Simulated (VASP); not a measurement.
The system is SnO2.

```
Sn O
1.0
     3.23058    0.00000    0.00000
    -1.61529    2.79776    0.00000
     0.00000    0.00000   10.79056
Sn O
2 4
Direct
  0.00000 0.00000 0.50000
  0.00000 0.00000 0.00000
  0.66667 0.33333 0.40586
  0.66667 0.33333 0.09414
  0.33333 0.66667 0.59414
  0.33333 0.66667 0.90586
```

Base run:

```yaml
Program: VASP 6.6.1
Functional: PBEsol
Potentials_or_basis: VASP PAW PBE potentials, release 64 (Sn_d, O)
Cutoff: 520 eV
k_mesh: 6 × 6 × 2
Occupations: gaussian, width 0.01 eV
Spin: no spin polarisation
```

Its results: band gap on the k mesh 2.07 eV (least direct gap 2.45 eV); pressure -3.8 GPa; largest force 0.335 eV/Å.

Task: The run is repeated on the same cell with these changes: functional from PBEsol to BLYP. What comes out?

Result: Band gap on the k mesh 2.08 eV (least direct gap 2.46 eV); pressure 4.0 GPa; largest force 0.140 eV/Å.

BLYP binds less tightly than PBEsol, so the same cell stands under more pressure.

Caveats: the PAW data sets were made with another functional, which shifts forces and pressure a little; spin-orbit coupling is left out, which moves the levels of the heavy elements; the cell stands under tension (at least some runs); the cell stands under pressure (at least some runs).

A k mesh can miss the band edges.
